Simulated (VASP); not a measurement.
# HgTe (I-4m2) in VASP: notebook

The runs below take HgTe through single point, with r2SCAN.

Everything below comes from runs of VASP 6.6.1. Logs are shortened: lines on timing, memory, paths and dates and some standing lists are left out, and cuts for length are marked.

### 1 The cell of the first run

It takes space group I-4m2 (No. 119, tetragonal). The conventional cell has a = 6.171 Å, b = 6.171 Å, c = 3.160 Å, α = 90.00°, β = 90.00°, γ = 90.00°. Hg (site symmetry -4m2) has 2 Hg at 3.16 Å and 8 Te at 3.19 to 3.89 Å within 4.2 Å. Within 4.2 Å of Te (site symmetry -4m2) lie 2 Te at 3.16 Å and 8 Hg at 3.19 to 3.89 Å.

### 2 Single point, r2SCAN

POSCAR

```
HgTe
1.0
   -3.0856813198      3.0856813198      1.5799309059
    3.0856813198     -3.0856813198      1.5799309059
    3.0856813198      3.0856813198     -1.5799309059
Hg Te
1 1
Direct
    0.2500000000      0.7500000000      0.5000000000
    0.0000000000      0.0000000000      0.0000000000
```

INCAR.step1

```
SYSTEM = HgTe
  PREC = Accurate
  ENCUT = 520
  ISMEAR = -1
  SIGMA = 0.1
  LREAL = .False.
  LASPH = .True.
  NELM = 100
  NBANDS = 16
  GGA = PE
  ALGO = Normal
  EDIFF = 1E-4
  LWAVE = .True.
  LCHARG = .False.
```

INCAR.step2

```
SYSTEM = HgTe
  PREC = Accurate
  ENCUT = 520
  EDIFF = 1E-6
  ISMEAR = -1
  SIGMA = 0.1
  LREAL = .False.
  LASPH = .True.
  NELM = 100
  ALGO = Normal
  ISIF = 2
  LWAVE = .False.
  LCHARG = .False.
  METAGGA = R2SCAN
  LMIXTAU = .True.
  NBANDS = 16
  ISTART = 1
```

KPOINTS

```
regular mesh
0
Gamma
  8 8 8
  0 0 0
```

Potentials or basis: VASP PAW PBE potentials, release 64 (Hg, Te).

Command:

```console
cat potpaw_PBE.64/Hg/POTCAR potpaw_PBE.64/Te/POTCAR > POTCAR
cp INCAR.step1 INCAR
mpirun -np 1 vasp_std > vasp.out
cp INCAR.step2 INCAR
mpirun -np 1 vasp_std > vasp.out
```

OUTCAR:

```text
SYSTEM = HgTe
   PREC = Accurate
   ENCUT = 520
   EDIFF = 1E-6
   ISMEAR = -1
   LREAL = .False.
   LASPH = .True.
   NELM = 100
   ISIF = 2
   METAGGA = R2SCAN
   ISTART = 1

 ion  position               nearest neighbor table
   1  0.250  0.750  0.500-   2 3.19   2 3.19   2 3.19   2 3.19
   2  0.000  0.000  0.000-   1 3.19   1 3.19   1 3.19   1 3.19

  LATTYP: Found a body centered tetragonal cell.
 ALAT       =     6.1713626396
 C/A-ratio  =     0.5120201155

  Lattice vectors:

 A1 = (  -3.0856813198,   3.0856813198,   1.5799309059)
 A2 = (   3.0856813198,  -3.0856813198,   1.5799309059)
 A3 = (   3.0856813198,   3.0856813198,  -1.5799309059)

Analysis of symmetry for initial positions (statically):
=====================================================================
 Subroutine PRICEL returns:
 Original cell was already a primitive cell.

 Routine SETGRP: Setting up the symmetry group for a
 body centered tetragonal supercell.

 Subroutine GETGRP returns: Found  8 space group operations
 (whereof  8 operations were pure point group operations)
 out of a pool of 16 trial point group operations.

The static configuration has the point symmetry D_2d.

Analysis of symmetry for dynamics (positions and initial velocities):
=====================================================================
 Subroutine PRICEL returns:
 Original cell was already a primitive cell.

 Routine SETGRP: Setting up the symmetry group for a
 body centered tetragonal supercell.

 Subroutine GETGRP returns: Found  8 space group operations
 (whereof  8 operations were pure point group operations)
 out of a pool of 16 trial point group operations.

The dynamic configuration has the point symmetry D_2d.

 Subroutine INISYM returns: Found  8 space group operations
 (whereof  8 operations are pure point group operations),
 and found     1 'primitive' translations

----------------------------------------------------------------------------------------

                                     Primitive cell

  volume of cell :      60.1728

  direct lattice vectors                    reciprocal lattice vectors
    -3.085681320  3.085681320  1.579930906     0.000000000  0.162038768  0.316469536
[... 75 lines left out ...]
   NGXF,Y,Z  is equivalent  to a cutoff of  25.79, 25.79, 25.79 a.u.
 SYSTEM =  HgTe
   PREC   = accura    normal or accurate (medium, high low for compatibility)
   ISTART =      1    job   : 0-new  1-cont  2-samecut
   ICHARG =      0    charge: 1-file 2-atom 10-const
   ISPIN  =      1    spin polarized calculation?
   LNONCOLLINEAR =      F non collinear calculations
   LSORBIT =      F    spin-orbit coupling
   LASPH  =      T    aspherical Exc in radial PAW
   ENCUT  =  520.0 eV  38.22 Ry    6.18 a.u.   8.63  8.63  8.63*2*pi/ulx,y,z
   NELM   =    100;   NELMIN=  2; NELMDL=  0     # of ELM steps
   EDIFF  = 0.1E-05   stopping-criterion for ELM
   LREAL  =      F    real-space projection
   EDIFFG = 0.1E-04   stopping-criterion for IOM
   NSW    =      0    number of steps for IOM
   IBRION =     -1    ionic relax: 0-MD 1-quasi-New 2-CG
   NFREE  =      0    steps in history (QN), initial steepest desc. (CG)
   ISIF   =      2    stress and relaxation
   ISYM   =      2    0-nonsym 1-usesym 2-fastsym
   POTIM  = 0.5000    time-step for ionic-motion
   TEBEG  =    0.0;   TEEND  =   0.0 temperature during run
   PSTRESS=    0.0 pullay stress
   NELECT =      18.0000    total number of electrons
   NUPDOWN=      -1.0000    fix difference up-down
   EMIN   =  10.00;   EMAX   =-10.00  energy-range for DOS
   EFERMI =   0.00;   METHOD = LEGACY
   ISMEAR =    -1;   SIGMA  =   0.10  broadening in eV -4-tet -1-fermi 0-gaus
   EFERMI_NEDOS =   21; number of points for ismear=-14 and -15
   IALGO  =     38    algorithm
   IMIX   =      4    mixing-type and parameters
     AMIX     =   0.40;   BMIX     =  1.00
     AMIX_MAG =   1.60;   BMIX_MAG =  1.00
  volume/ion in A,a.u.               =      30.09       203.03
  Fermi-wavevector in a.u.,A,eV,Ry     =   1.094878  2.069019 16.310080  1.198757
  Thomas-Fermi vector in A             =   2.231191
   LORBIT       =      0    0 simple, 1 ext, 2 COOP (PROOUT), +10 PAW based schemes
   METAGGA = R2SCAN    functional components
   LHFCALC =     F    Hartree Fock is set to
   AEXX    =    0.0000 exact exchange contribution
   IVDW    =     0    specifies the selected vdW correction
   LEPSILON=     F    determine dielectric tensor
   LRPA    =     F    only Hartree local field effects (RPA)
 non-spin polarized calculation
  energy-cutoff  :      520.00
  volume of cell :       60.17
 maximum number of plane-waves:      1650
   NGX = 17   NGY = 17   NGZ = 17

 number of electron      18.0000003 magnetization

 Free energy of the ion-electron system (eV)
  ---------------------------------------------------
  ext. energy  EPLUGINS =         0.00000000
  ---------------------------------------------------
  free energy    TOTEN  =       -74.77576777 eV

  energy without entropy =      -74.75512860  energy(sigma->0) =      -74.76544818

 E-fermi :   3.9362     XC(G=0): -10.1458

 val. band max:        3.8970371064   @ k =   0.2500  -0.0000   0.0000
 cond. band min:       3.9413362106   @ k =   0.5000  -0.0000   0.0000
 fundamental gap:      0.0442991042
 Fermi energy:         3.9362173426

 k-point     1 :       0.0000    0.0000    0.0000
  band No.  band energies     occupation
      1      -8.8266      2.00000
      2      -3.6964      2.00000
      3      -3.0100      2.00000
      4      -2.9559      2.00000
      5      -2.5812      2.00000
      6      -2.5812      2.00000
[... 433 lines left out ...]
      3      -3.1251      2.00000
      4      -2.9132      2.00000
      5      -2.7825      2.00000
      6      -2.5243      2.00000
[... 8 lines left out ...]
     15      12.9662      0.00000
     16      13.7351      0.00000

 [... further k-points ...]
[... 5 lines left out ...]
  --------------------------------------------------------------------------------------
  -------------------------------------------------------------------------------------
  Total       -1.0966085     -1.0966085     -0.9364130      0.0000000      0.0000000      0.0000000
  in kB      -29.1985956    -29.1985956    -24.9331864      0.0000000      0.0000000      0.0000000
  external PRESSURE =     -27.7767925 kB  Pullay stress =       0.0000000 kB

 VOLUME and BASIS-vectors are now :
 -----------------------------------------------------------------------------
  energy-cutoff  :      520.00
  volume of cell :       60.17
      direct lattice vectors                 reciprocal lattice vectors
    -3.085681320  3.085681320  1.579930906     0.000000000  0.162038768  0.316469536
     3.085681320 -3.085681320  1.579930906     0.162038768  0.000000000  0.316469536
     3.085681320  3.085681320 -1.579930906     0.162038768  0.162038768  0.000000000

 POSITION                                       TOTAL-FORCE (eV/Angst)
 -----------------------------------------------------------------------------------
      3.08568     -0.00000      0.78997         0.000000     -0.000000      0.000000
      0.00000      0.00000      0.00000        -0.000000      0.000000     -0.000000
 -----------------------------------------------------------------------------------
    total drift:                               -0.000000      0.000000     -0.000000

  FREE ENERGIE OF THE ION-ELECTRON SYSTEM (eV)
  ---------------------------------------------------
  free  energy   TOTEN  =       -74.7757677655 eV

  energy  without entropy=      -74.7551286032  energy(sigma->0) =      -74.76544818
```

OSZICAR.step1:

```text
N       E                     dE             d eps       ncg     rms          rms(c)
DAV:   1     0.981510566641E+02    0.98151E+02   -0.77668E+03  1888   0.962E+02
DAV:   2    -0.448252920080E+00   -0.98599E+02   -0.91052E+02  2224   0.226E+02
DAV:   3    -0.343462171090E+01   -0.29864E+01   -0.29770E+01  2296   0.394E+01
DAV:   4    -0.344842587678E+01   -0.13804E-01   -0.13803E-01  2424   0.288E+00
DAV:   5    -0.344859558775E+01   -0.16971E-03   -0.16971E-03  2384   0.323E-01    0.629E+00
DAV:   6    -0.332427890249E+01    0.12432E+00   -0.23619E-01  2168   0.591E+00    0.446E+00
DAV:   7    -0.332018863475E+01    0.40903E-02   -0.41225E-02  2296   0.144E+00    0.156E+00
DAV:   8    -0.331996261839E+01    0.22602E-03   -0.53443E-03  2120   0.806E-01    0.164E-01
DAV:   9    -0.331998254644E+01   -0.19928E-04   -0.35749E-04  2368   0.176E-01
   1 F= -.33199825E+01 E0= -.33091490E+01  d E =-.216672E-01
```

Wall time 5.1 min (1 thread of Intel Xeon 8259CL, shared host); peak memory 0.25 GiB.

Results:

- Free energy: -74.7758 eV
- Pressure: -2.8 GPa
- Band gap on the k mesh: zero (bands 9 and 10 overlap by 2.89 eV)

Stress tensor (GPa, compression positive):
```
-2.92  0.00  0.00
 0.00 -2.92  0.00
 0.00  0.00 -2.49
```

Caveat: the PAW data sets were made with another functional, which shifts forces and pressure a little; spin-orbit coupling is left out, which moves the levels of the heavy elements.

### 3 Single point, r2SCAN

This run uses another cell than the first one, of 30.66 Å³/atom.

POSCAR

```
HgTe
1.0
   -3.1053358708      3.1053358708      1.5899944314
    3.1053358708     -3.1053358708      1.5899944314
    3.1053358708      3.1053358708     -1.5899944314
Hg Te
1 1
Direct
    0.2500000000      0.7500000000      0.5000000000
    0.0000000000      0.0000000000      0.0000000000
```

INCAR.step1

```
SYSTEM = HgTe
PREC = Accurate ; ENCUT = 520
ISMEAR = -1 ; SIGMA = 0.1
LREAL = .FALSE. ; LASPH = .TRUE.
NELM = 80 ; NBANDS = 16
GGA = PE ; ALGO = Normal
EDIFF = 1E-4 ; LWAVE = .TRUE.
LCHARG = .FALSE.
```

INCAR.step2

```
SYSTEM = HgTe
PREC = Accurate ; ENCUT = 520
EDIFF = 1E-7 ; ISMEAR = -1
SIGMA = 0.1 ; LREAL = .FALSE.
LASPH = .TRUE. ; NELM = 80
ALGO = Normal ; ISIF = 2
LWAVE = .FALSE. ; LCHARG = .FALSE.
METAGGA = R2SCAN ; LMIXTAU = .TRUE.
NBANDS = 16 ; ISTART = 1
```

KPOINTS

```
Automatic mesh
0
G
  8 8 8
  0 0 0
```

Potentials or basis: VASP PAW PBE potentials, release 64 (Hg, Te).

Command:

```console
cat potpaw_PBE.64/Hg/POTCAR potpaw_PBE.64/Te/POTCAR > POTCAR
cp INCAR.step1 INCAR
mpirun -np 1 vasp_std > vasp.out
cp INCAR.step2 INCAR
mpirun -np 1 vasp_std > vasp.out
```

OUTCAR:

```text
SYSTEM = HgTe
   PREC = Accurate
   ENCUT = 520
   EDIFF = 1E-7
   ISMEAR = -1
   LREAL = .FALSE.
   LASPH = .TRUE.
   NELM = 80
   ISIF = 2
   METAGGA = R2SCAN
   ISTART = 1

 ion  position               nearest neighbor table
   1  0.250  0.750  0.500-   2 3.21   2 3.21   2 3.21   2 3.21
   2  0.000  0.000  0.000-   1 3.21   1 3.21   1 3.21   1 3.21

  LATTYP: Found a body centered tetragonal cell.
 ALAT       =     6.2106717416
 C/A-ratio  =     0.5120201156

  Lattice vectors:

 A1 = (  -3.1053358708,   3.1053358708,   1.5899944314)
 A2 = (   3.1053358708,  -3.1053358708,   1.5899944314)
 A3 = (   3.1053358708,   3.1053358708,  -1.5899944314)

Analysis of symmetry for initial positions (statically):
=====================================================================
 Subroutine PRICEL returns:
 Original cell was already a primitive cell.

 Routine SETGRP: Setting up the symmetry group for a
 body centered tetragonal supercell.

 Subroutine GETGRP returns: Found  8 space group operations
 (whereof  8 operations were pure point group operations)
 out of a pool of 16 trial point group operations.

The static configuration has the point symmetry D_2d.

Analysis of symmetry for dynamics (positions and initial velocities):
=====================================================================
 Subroutine PRICEL returns:
 Original cell was already a primitive cell.

 Routine SETGRP: Setting up the symmetry group for a
 body centered tetragonal supercell.

 Subroutine GETGRP returns: Found  8 space group operations
 (whereof  8 operations were pure point group operations)
 out of a pool of 16 trial point group operations.

The dynamic configuration has the point symmetry D_2d.

 Subroutine INISYM returns: Found  8 space group operations
[... 104 lines left out ...]
   ISYM   =      2    0-nonsym 1-usesym 2-fastsym
   POTIM  = 0.5000    time-step for ionic-motion
   TEBEG  =    0.0;   TEEND  =   0.0 temperature during run
   PSTRESS=    0.0 pullay stress
   NELECT =      18.0000    total number of electrons
   NUPDOWN=      -1.0000    fix difference up-down
   EMIN   =  10.00;   EMAX   =-10.00  energy-range for DOS
   EFERMI =   0.00;   METHOD = LEGACY
   ISMEAR =    -1;   SIGMA  =   0.10  broadening in eV -4-tet -1-fermi 0-gaus
   EFERMI_NEDOS =   21; number of points for ismear=-14 and -15
   IALGO  =     38    algorithm
   IMIX   =      4    mixing-type and parameters
     AMIX     =   0.40;   BMIX     =  1.00
     AMIX_MAG =   1.60;   BMIX_MAG =  1.00
  volume/ion in A,a.u.               =      30.66       206.94
  Fermi-wavevector in a.u.,A,eV,Ry     =   1.087948  2.055923 16.104271  1.183631
  Thomas-Fermi vector in A             =   2.224119
   LORBIT       =      0    0 simple, 1 ext, 2 COOP (PROOUT), +10 PAW based schemes
   METAGGA = R2SCAN    functional components
   LHFCALC =     F    Hartree Fock is set to
   AEXX    =    0.0000 exact exchange contribution
   IVDW    =     0    specifies the selected vdW correction
   LEPSILON=     F    determine dielectric tensor
   LRPA    =     F    only Hartree local field effects (RPA)
 non-spin polarized calculation
  energy-cutoff  :      520.00
  volume of cell :       61.33
 maximum number of plane-waves:      1668
   NGX = 17   NGY = 17   NGZ = 17

 number of electron      17.9999999 magnetization

 Free energy of the ion-electron system (eV)
  ---------------------------------------------------
  ext. energy  EPLUGINS =         0.00000000
  ---------------------------------------------------
  free energy    TOTEN  =       -74.75381966 eV

  energy without entropy =      -74.73225381  energy(sigma->0) =      -74.74303673

 E-fermi :   3.7311     XC(G=0): -10.0490

 val. band max:        3.6841351965   @ k =   0.2500   0.0000   0.0000
 cond. band min:       3.7460979911   @ k =  -0.2500   0.5000   0.1250
 fundamental gap:      0.0619627945
 Fermi energy:         3.7311024912

 k-point     1 :       0.0000    0.0000    0.0000
  band No.  band energies     occupation
      1      -8.9036      2.00000
      2      -3.8084      2.00000
      3      -3.1431      2.00000
      4      -3.0931      2.00000
      5      -2.7379      2.00000
      6      -2.7379      2.00000
[... 433 lines left out ...]
      3      -3.2586      2.00000
      4      -3.0549      2.00000
      5      -2.9280      2.00000
      6      -2.6741      2.00000
[... 8 lines left out ...]
     15      12.7129      0.00000
     16      13.4719      0.00000

 [... further k-points ...]
[... 5 lines left out ...]
  --------------------------------------------------------------------------------------
  -------------------------------------------------------------------------------------
  Total       -1.3205457     -1.3205457     -1.2369899      0.0000000     -0.0000000      0.0000000
  in kB      -34.4977884    -34.4977884    -32.3149877      0.0000000     -0.0000000      0.0000000
  external PRESSURE =     -33.7701882 kB  Pullay stress =       0.0000000 kB

 VOLUME and BASIS-vectors are now :
 -----------------------------------------------------------------------------
  energy-cutoff  :      520.00
  volume of cell :       61.33
      direct lattice vectors                 reciprocal lattice vectors
    -3.105335871  3.105335871  1.589994431     0.000000000  0.161013179  0.314466510
     3.105335871 -3.105335871  1.589994431     0.161013179  0.000000000  0.314466510
     3.105335871  3.105335871 -1.589994431     0.161013179  0.161013179  0.000000000

 POSITION                                       TOTAL-FORCE (eV/Angst)
 -----------------------------------------------------------------------------------
      3.10534     -0.00000      0.79500         0.000000     -0.000000     -0.000000
      0.00000      0.00000      0.00000        -0.000000      0.000000      0.000000
 -----------------------------------------------------------------------------------
    total drift:                               -0.000000      0.000000     -0.000000

  FREE ENERGIE OF THE ION-ELECTRON SYSTEM (eV)
  ---------------------------------------------------
  free  energy   TOTEN  =       -74.7538196592 eV

  energy  without entropy=      -74.7322538054  energy(sigma->0) =      -74.74303673
```

OUTCAR.step1:

```text
SYSTEM = HgTe
   PREC = Accurate
   ENCUT = 520
   ISMEAR = -1
   LREAL = .FALSE.
   LASPH = .TRUE.
[... 677 lines left out ...]
      3.10534     -0.00000      0.79500        -0.000000      0.000000      0.000000
      0.00000      0.00000      0.00000         0.000000     -0.000000     -0.000000
 -----------------------------------------------------------------------------------
    total drift:                                0.000000     -0.000000      0.000000

  FREE ENERGIE OF THE ION-ELECTRON SYSTEM (eV)
  ---------------------------------------------------
  free  energy   TOTEN  =        -3.3054124247 eV

  energy  without entropy=       -3.2827362955  energy(sigma->0) =       -3.29407436
```

Wall time 6.1 min (1 thread of Intel Xeon 8259CL, shared host); peak memory 0.25 GiB.

Results:

| Item | Value |
| --- | --- |
| Free energy | -74.7538 eV |
| Pressure | -3.4 GPa |
| Band gap on the k mesh | zero (bands 9 and 10 overlap by 2.80 eV) |

Caveat: the cell stands under tension; the PAW data sets were made with another functional, which shifts forces and pressure a little; spin-orbit coupling is left out, which moves the levels of the heavy elements.

The gap in the log of VASP goes by the Fermi energy; the results here count the filled bands.